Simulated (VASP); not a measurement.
# NaH: single point with PBE

Crystal: NaH.

```
Na H
1.0
     0.00000    2.41534    2.41534
     2.41534    0.00000    2.41534
     2.41534    2.41534    0.00000
Na H
1 1
Direct
  0.00000 0.00000 0.00000
  0.50000 0.50000 0.50000
```

* Program: VASP 6.6.1
* Task: single point
* Functional: PBE
* Potentials or basis: VASP PAW PBE potentials, release 64 (Na_pv, H)
* Cutoff: 520 eV
* k mesh: 8 × 8 × 8
* Occupations: gaussian, width 0.02 eV
* Spin: no spin polarisation

- Pressure: 0.0 GPa
- Band gap on the k mesh: 3.76 eV, indirect (least direct gap 4.62 eV)

Levels at points of the mesh, in eV from the valence-band top:
| k point | band 1 | band 2 | band 3 | band 4 | band 5 | band 6 | band 7 | band 8 |
| --- | --- | --- | --- | --- | --- | --- | --- | --- |
| (0.00, 0.00, 0.00) | -22.10 | -22.10 | -22.10 | -3.62 | 10.43 | 15.61 | 15.61 | 15.61 |
| (0.50, 0.00, 0.00) | -22.19 | -22.11 | -22.11 | -0.86 | 3.76 | 10.79 | 13.39 | 13.39 |
| (0.50, 0.50, 0.00) | -22.18 | -22.13 | -22.13 | -0.18 | 4.64 | 10.04 | 10.68 | 10.68 |

Run time: 7.8 s on 1 thread of Intel(R) Xeon(R) Platinum 8259CL CPU @ 2.50GHz (Skylake/Cascade Lake) (shared host), peak memory 0.15 GiB.

A k mesh can miss the band edges. A hybrid or GW would open this gap; PBE tends to underestimate it.
